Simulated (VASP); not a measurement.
Write the native input for VASP 6.6.1 that does the following.

```
Task                   : single point
Functional             : PBEsol
Potentials or basis    : VASP PAW PBE potentials, release 64 (Al, N)
Cutoff                 : 520 eV
k mesh                 : 10 × 10 × 10
Occupations            : gaussian, width 0.05 eV
Spin                   : no spin polarisation
Dipole correction      : no
Further INCAR settings : ALGO = Normal; EDIFF = 1e-06; NBANDS = 11
```

The structure of AlN lies in POSCAR:

```
AlN
1.0
    0.0000000000      2.2908669450      2.1375515447
    2.1375515447      0.0000000000      2.1375515447
    2.1375515447      2.2908669450      0.0000000000
Al N
1 1
Direct
   -0.0090133114      0.0090133114      0.0090133114
    0.7673622480      0.7326377520      0.7326377520
```

This cell differs from its parent crystal: mode 4 frozen in at -0.076 Å, strain +e along z and -e/2 along x and y +0.0467.

The input as run:

INCAR

```
  PREC = Accurate
  ENCUT = 520
  EDIFF = 1E-6
  ISMEAR = 0
  SIGMA = 0.05
  LREAL = False
  LASPH = True
  NELM = 60
  ALGO = Normal
  ISIF = 2
  LWAVE = False
  LCHARG = True
  GGA = PS
  LELF = True
  LVHAR = True
  NBANDS = 11
```

KPOINTS

```
regular mesh
0
Gamma
  10 10 10
```

Potentials or basis: VASP PAW PBE potentials, release 64 (Al, N).

Run with:

```console
$ cat potpaw_PBE.64/Al/POTCAR potpaw_PBE.64/N/POTCAR > POTCAR
$ mpirun -np 1 vasp_std > vasp.out
```

It gave:

```yaml
Pressure: 1.4 GPa
Largest_force: 1.531 eV/Å
Band_gap_on_the_k_mesh: 2.81 eV, indirect (least direct gap 3.76 eV)
```

Caveat: the cell differs from its parent crystal (mode 4 frozen in at -0.076 Å, strain +e along z and -e/2 along x and y +0.0467); the PAW data sets were made with another functional, which shifts forces and pressure a little.

It took 120 s on 1 thread of AMD EPYC 7R13, on a shared host, peak memory 0.15 GiB.
